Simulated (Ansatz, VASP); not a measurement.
## Ti in VASP and in Ansatz

INCAR

```
PREC = Accurate
ENCUT = 520
EDIFF = 1E-6
ISMEAR = 0
SIGMA = 0.15
LREAL = F
LASPH = T
NELM = 100
ALGO = Normal
ISIF = 2
LWAVE = F
LCHARG = F
NBANDS = 12
```

File KPOINTS:

```
regular mesh
0
Gamma
  20 20 20
```

POSCAR

```
Ti
1.0
   -1.6902300000      1.6902300000      1.6902300000
    1.6902300000     -1.6902300000      1.6902300000
    1.6902300000      1.6902300000     -1.6902300000
Ti
1
Direct
    0.0000000000      0.0000000000      0.0000000000
```

Input for Ansatz:

```yaml
crystal:
  lattice:
    - [-1.69023, 1.69023, 1.69023]
    - [1.69023, -1.69023, 1.69023]
    - [1.69023, 1.69023, -1.69023]
  atoms:
    - { symbol: Ti, position: [0.0, 0.0, 0.0] }
basis:
  ecutwfc: 420
kpoints:
  mp_grid: { grid: [20, 20, 20] }
hamiltonian:
  xc: lda
scf:
  occupations: { method: gaussian, width: 0.15 }
output:
  forces: true
  stress: true
  eigenvalues: true
```

Change from the starting cell: strain +0.030 along x and y, +0.030 along z, atoms carried along.

Alike in both runs: task single point; functional LDA; k mesh 20 × 20 × 20; occupations gaussian, width 0.15 eV; no spin polarisation.

|  | VASP | Ansatz |
| --- | --- | --- |
| version | VASP 6.6.1 | Ansatz 0.2.0 |
| potentials or method | VASP PAW LDA potentials, release 64 (Ti_sv), cutoff 520 eV | scalar-relativistic, plane waves, PAW |
| valence electrons in the cell | 12 | 12 |

```csv
,VASP,Ansatz,Ansatz less VASP
gap on the k mesh at the Fermi level (eV),none,none,-
pressure (GPa),-16.8,-16.8,-0.01
```

LDA's correlation is that of Perdew and Zunger in VASP and of Perdew and Wang (1992) in Ansatz. A gap of «none» marks a metal or a gap that the smearing closes.
